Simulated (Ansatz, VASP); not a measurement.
**Si3As2: VASP beside Ansatz**

```
Si As
1.0
     4.72631    0.00000    0.00000
    -2.36316    4.09311    0.00000
     0.00000    0.00000    5.48422
Si As
3 2
Direct
  0.50000 0.00000 0.50000
  0.00000 0.50000 0.50000
  0.50000 0.50000 0.50000
  0.00000 0.00000 0.72039
  0.00000 0.00000 0.27961
```

Alike in both runs: task relaxation of cell and atoms; functional PBE; k mesh 4 × 4 × 3; occupations gaussian, width 0.2 eV; no spin polarisation.

|  | VASP | Ansatz |
| --- | --- | --- |
| version | VASP 6.6.1 | Ansatz 0.2.0 |
| potentials or method | VASP PAW PBE potentials, release 64 (Si, As), cutoff 500 eV | scalar-relativistic, plane waves, PAW |
| valence electrons in the cell | 22 | 42 |

```csv
,VASP,Ansatz,Ansatz less VASP
"gap on the k mesh at the Fermi level, each at its own relaxed structure (eV)",none,none,-
relaxed volume (Å³/atom),23.93,23.93,-0.001
relaxed length of the cell vector where the two differ most in proportion (Å),5.408,5.480,+0.0721
```

A gap of «none» marks a metal or a gap that the smearing closes. VASP's potentials hold 22 valence electrons a cell and Ansatz's 42, so a difference there can come from the potentials and not from the codes.

The k mesh is coarse, so the values compare programs but aren't converged.
